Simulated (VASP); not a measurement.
# HfN (Pm-3m) in VASP: further runs, part 2 of 2

VASP 6.6.1. Earlier steps stand in the parts before.

### 3 Single point, PBE0

This run uses another cell than the first one, of 11.05 Å³/atom, 1.021 times its volume.

POSCAR reads:

```
HfN
1.0
    2.8060694958      0.0000000000      0.0000000000
    0.0000000000      2.8060694958      0.0000000000
    0.0000000000      0.0000000000      2.8060694958
Hf N
1 1
Direct
    0.5000000000      0.5000000000      0.5000000000
    0.0000000000      0.0000000000      0.0000000000
```

INCAR.step1 reads:

```
PREC     = Accurate       # precision mode
ENCUT    = 520            # plane-wave cutoff, eV
EDIFF    = 1E-5           # SCF threshold, eV
ISMEAR   = -1             # smearing method
SIGMA    = 0.05           # smearing width, eV
LREAL    = F              # projectors in reciprocal space
LASPH    = T              # aspherical terms in the spheres
NELM     = 80             # most SCF steps
ALGO     = Normal         # electronic algorithm
ISIF     = 2              # what is computed and relaxed
LWAVE    = T              # write WAVECAR
GGA      = PE             # functional
NBANDS   = 14             # bands
```

INCAR.step2 reads:

```
PREC     = Accurate       # precision mode
ENCUT    = 520            # plane-wave cutoff, eV
EDIFF    = 1E-7           # SCF threshold, eV
ISMEAR   = -1             # smearing method
SIGMA    = 0.05           # smearing width, eV
LREAL    = F              # projectors in reciprocal space
LASPH    = T              # aspherical terms in the spheres
NELM     = 80             # most SCF steps
ALGO     = Normal         # electronic algorithm
ISIF     = 2              # what is computed and relaxed
LWAVE    = F              # write WAVECAR
LCHARG   = T              # write CHGCAR
GGA      = PE             # functional
LHFCALC  = T              # exact exchange
AEXX     = 0.25           # exact-exchange fraction
PRECFOCK = Normal       
LELF     = T              # ELF
LVHAR    = T            
ISTART   = 1            
NBANDS   = 14             # bands
```

KPOINTS reads:

```
Automatic mesh
0
Gamma
  5 5 5
```

Potentials or basis: VASP PAW PBE potentials, release 64 (Hf_pv, N).

Started as:

```
cat potpaw_PBE.64/Hf_pv/POTCAR potpaw_PBE.64/N/POTCAR > POTCAR
cp INCAR.step1 INCAR
mpirun -np 1 vasp_std > vasp.out
cp INCAR.step2 INCAR
mpirun -np 1 vasp_std > vasp.out
```

OUTCAR:

```text
PREC = Accurate
   ENCUT = 520
   EDIFF = 1E-7
   ISMEAR = -1
   LREAL = F
   LASPH = T
   NELM = 80
   ISIF = 2
   GGA = PE
   LHFCALC = T
   AEXX = 0.25
   PRECFOCK = Normal
   ISTART = 1

 ion  position               nearest neighbor table
   1  0.500  0.500  0.500-   2 2.43   2 2.43   2 2.43   2 2.43   2 2.43   2 2.43   2 2.43   2 2.43

   2  0.000  0.000  0.000-   1 2.43   1 2.43   1 2.43   1 2.43   1 2.43   1 2.43   1 2.43   1 2.43

  LATTYP: Found a simple cubic cell.
[... 353 lines left out ...]

  FORCE on cell =-STRESS in cart. coord.  units (eV):
  Direction    XX          YY          ZZ          XY          YZ          ZX
  --------------------------------------------------------------------------------------
  -------------------------------------------------------------------------------------
  Total       -0.8980712     -0.8980712     -0.8980712     -0.0000000     -0.0000000     -0.0000000
  in kB      -65.1217545    -65.1217545    -65.1217545     -0.0000000     -0.0000000     -0.0000000
  external PRESSURE =     -65.1217545 kB  Pullay stress =       0.0000000 kB

 VOLUME and BASIS-vectors are now :
 -----------------------------------------------------------------------------
  energy-cutoff  :      520.00
  volume of cell :       22.10
      direct lattice vectors                 reciprocal lattice vectors
     2.806069496  0.000000000  0.000000000     0.356370361  0.000000000  0.000000000
     0.000000000  2.806069496  0.000000000     0.000000000  0.356370361  0.000000000
     0.000000000  0.000000000  2.806069496     0.000000000  0.000000000  0.356370361

 POSITION                                       TOTAL-FORCE (eV/Angst)
 -----------------------------------------------------------------------------------
      1.40303      1.40303      1.40303         0.000000      0.000000      0.000000
      0.00000      0.00000      0.00000         0.000000      0.000000      0.000000
 -----------------------------------------------------------------------------------
    total drift:                               -0.000000      0.000000      0.000000

  FREE ENERGIE OF THE ION-ELECTRON SYSTEM (eV)
  ---------------------------------------------------
  free  energy   TOTEN  =       -24.8318066311 eV

  energy  without entropy=      -24.8304018835  energy(sigma->0) =      -24.83110426
```

OUTCAR.step1:

```text
PREC = Accurate
   ENCUT = 520
   EDIFF = 1E-5
   ISMEAR = -1
   LREAL = F
[... 376 lines left out ...]
      1.40303      1.40303      1.40303         0.000000      0.000000      0.000000
      0.00000      0.00000      0.00000         0.000000      0.000000      0.000000
 -----------------------------------------------------------------------------------
    total drift:                                0.000000     -0.000000     -0.000000

  FREE ENERGIE OF THE ION-ELECTRON SYSTEM (eV)
  ---------------------------------------------------
  free  energy   TOTEN  =       -19.8166513938 eV

  energy  without entropy=      -19.8151796555  energy(sigma->0) =      -19.81591552
```

OSZICAR.step1:

```text
N       E                     dE             d eps       ncg     rms          rms(c)
DAV:   1     0.326105872058E+02    0.32611E+02   -0.81433E+03   280   0.105E+03
DAV:   2    -0.208865587978E+02   -0.53497E+02   -0.49165E+02   370   0.227E+02
DAV:   3    -0.225108430830E+02   -0.16243E+01   -0.16190E+01   322   0.315E+01
DAV:   4    -0.225161255735E+02   -0.52825E-02   -0.52815E-02   366   0.207E+00
DAV:   5    -0.225161618222E+02   -0.36249E-04   -0.36248E-04   316   0.142E-01    0.404E+01
DAV:   6    -0.199093391753E+02    0.26068E+01   -0.49149E+00   316   0.197E+01    0.358E+01
DAV:   7    -0.198491403463E+02    0.60199E-01   -0.58102E-01   304   0.579E+00    0.245E+01
DAV:   8    -0.198314477247E+02    0.17693E-01   -0.22308E-01   334   0.351E+00    0.821E+00
DAV:   9    -0.198171064750E+02    0.14341E-01   -0.49821E-02   328   0.162E+00    0.227E+00
DAV:  10    -0.198167225715E+02    0.38390E-03   -0.29711E-03   316   0.456E-01    0.411E-01
DAV:  11    -0.198166488119E+02    0.73760E-04   -0.16049E-04   340   0.125E-01    0.409E-02
DAV:  12    -0.198166513938E+02   -0.25819E-05   -0.85500E-06   210   0.244E-02
   1 F= -.19816651E+02 E0= -.19815916E+02  d E =-.147174E-02
```

Run time: 6.9 min. Hardware: 1 thread of AMD EPYC 7R13 (Zen 3), shared host; peak memory 0.12 GiB.

What came out:

- Free energy: -24.8318 eV
- Pressure: -6.5 GPa

Levels at points of the mesh, in eV from the Fermi level:
```csv
k point,band 6,band 7,band 8,band 9,band 10,band 11
"(0.00, 0.00, 0.00)",-4.02,-2.89,-2.89,-2.89,3.86,6.84
```

Caveat: the k points lie up to 0.45 Å⁻¹ apart; the PAW data sets were made with another functional, which shifts forces and pressure a little; spin-orbit coupling is left out, which moves the levels of the heavy elements.

### 4 Single point, PBE0

This run uses another cell than the first one, of 11.27 Å³/atom, 1.042 times its volume.

POSCAR reads:

```
HfN
1.0
    2.8250300000      0.0000000000      0.0000000000
    0.0000000000      2.8250300000      0.0000000000
    0.0000000000      0.0000000000      2.8250300000
Hf N
1 1
Direct
    0.5000000000      0.5000000000      0.5000000000
    0.0000000000      0.0000000000      0.0000000000
```

INCAR.step1 reads:

```
SYSTEM = HfN
PREC     = Accurate       ! precision mode
ENCUT    = 520            ! plane-wave cutoff, eV
EDIFF    = 1E-5           ! SCF threshold, eV
ISMEAR   = -1             ! smearing method
SIGMA    = 0.05           ! smearing width, eV
LREAL    = .FALSE.        ! projectors in reciprocal space
LASPH    = .TRUE.         ! aspherical terms in the spheres
NELM     = 60             ! most SCF steps
ALGO     = Normal         ! electronic algorithm
ISIF     = 2              ! what is computed and relaxed
LWAVE    = .TRUE.         ! write WAVECAR
GGA      = PE             ! functional
NBANDS   = 14             ! bands
```

INCAR.step2 reads:

```
SYSTEM = HfN
PREC     = Accurate       ! precision mode
ENCUT    = 520            ! plane-wave cutoff, eV
EDIFF    = 1E-6           ! SCF threshold, eV
ISMEAR   = -1             ! smearing method
SIGMA    = 0.05           ! smearing width, eV
LREAL    = .FALSE.        ! projectors in reciprocal space
LASPH    = .TRUE.         ! aspherical terms in the spheres
NELM     = 60             ! most SCF steps
ALGO     = Normal         ! electronic algorithm
ISIF     = 2              ! what is computed and relaxed
LWAVE    = .FALSE.        ! write WAVECAR
LCHARG   = .TRUE.         ! write CHGCAR
GGA      = PE             ! functional
LHFCALC  = .TRUE.         ! exact exchange
AEXX     = 0.25           ! exact-exchange fraction
PRECFOCK = Normal       
LELF     = .TRUE.         ! ELF
LVHAR    = .TRUE.       
ISTART   = 1            
NBANDS   = 14             ! bands
```

KPOINTS reads:

```
Automatic mesh
0
G
  5 5 5
  0 0 0
```

Started as:

```
cat potpaw_PBE.64/Hf_pv/POTCAR potpaw_PBE.64/N/POTCAR > POTCAR
cp INCAR.step1 INCAR
mpirun -np 1 vasp_std > vasp.out
cp INCAR.step2 INCAR
mpirun -np 1 vasp_std > vasp.out
```

It took 5.2 min on 1 thread of AMD EPYC 7R13 (Zen 3), shared host; peak memory 0.12 GiB.

Results (log left out):

```
Free energy : -24.8071 eV
Pressure    : -11.2 GPa
```

Levels at points of the mesh, in eV from the Fermi level:
| k point | band 6 | band 7 | band 8 | band 9 | band 10 | band 11 |
| --- | --- | --- | --- | --- | --- | --- |
| (0.00, 0.00, 0.00) | -3.92 | -2.86 | -2.86 | -2.86 | 3.58 | 6.71 |

Caveat: the k points lie up to 0.44 Å⁻¹ apart; the PAW data sets were made with another functional, which shifts forces and pressure a little; spin-orbit coupling is left out, which moves the levels of the heavy elements.

### 5 Single point, PBE0

This run uses another cell than the first one, of 11.50 Å³/atom, 1.063 times its volume.

POSCAR reads:

```
HfN
1.0
    2.8437393532      0.0000000000      0.0000000000
    0.0000000000      2.8437393532      0.0000000000
    0.0000000000      0.0000000000      2.8437393532
Hf N
1 1
Direct
    0.5000000000      0.5000000000      0.5000000000
    0.0000000000      0.0000000000      0.0000000000
```

INCAR.step1 reads:

```
ALGO = Normal
EDIFF = 1E-5
ENCUT = 520
GGA = PE
ISIF = 2
ISMEAR = -1
LASPH = T
LREAL = F
LWAVE = T
NBANDS = 14
NELM = 100
PREC = Accurate
SIGMA = 0.05
```

INCAR.step2 reads:

```
AEXX = 0.25
ALGO = Normal
EDIFF = 1E-6
ENCUT = 520
GGA = PE
ISIF = 2
ISMEAR = -1
ISTART = 1
LASPH = T
LCHARG = T
LELF = T
LHFCALC = T
LREAL = F
LVHAR = T
LWAVE = F
NBANDS = 14
NELM = 100
PREC = Accurate
PRECFOCK = Normal
SIGMA = 0.05
```

KPOINTS reads:

```
k-points
0
Gamma
  5 5 5
```

Started as:

```
cat potpaw_PBE.64/Hf_pv/POTCAR potpaw_PBE.64/N/POTCAR > POTCAR
cp INCAR.step1 INCAR
mpirun -np 1 vasp_std > vasp.out
cp INCAR.step2 INCAR
mpirun -np 1 vasp_std > vasp.out
```

Run time: 5.2 min. Hardware: 1 thread of AMD EPYC 7R13 (Zen 3), shared host; peak memory 0.12 GiB.

It converged, with:

```yaml
Free_energy: -24.7698 eV
Pressure: -15.4 GPa
```

Levels at points of the mesh, in eV from the Fermi level:
| k point | band 4 | band 5 | band 6 | band 7 | band 8 | band 9 | band 10 | band 11 | band 12 | band 13 |
| --- | --- | --- | --- | --- | --- | --- | --- | --- | --- | --- |
| (0.00, 0.00, 0.00) | -19.40 | -3.83 | -3.83 | -2.83 | -2.83 | -2.83 | 3.32 | 6.59 | 6.59 | 6.59 |

Caveat: the k points lie up to 0.44 Å⁻¹ apart; the PAW data sets were made with another functional, which shifts forces and pressure a little; spin-orbit coupling is left out, which moves the levels of the heavy elements.

### 6 Summary

| cell | gap on the mesh (eV) | pressure (GPa) |
| --- | --- | --- |
| a = 2.787 Å, 2 atoms | none | -1.3 |
| a = 2.806 Å, 2 atoms | none | -6.5 |
| a = 2.825 Å, 2 atoms | none | -11.2 |
| a = 2.844 Å, 2 atoms | none | -15.4 |

Alike in all rows: task single point; level PBE0; potentials or basis VASP PAW PBE potentials, release 64 (Hf_pv, N); no spin polarisation; k mesh 5 × 5 × 5; cutoff (eV) 520; smearing fermi-dirac 0.05 eV.

Caveats: all runs use coarse meshes; the PAW data sets were made with another functional, which shifts forces and pressure a little; spin-orbit coupling is left out, which moves the levels of the heavy elements.

Total energies depend on the potentials used, so only differences within one code and one set of settings carry meaning.
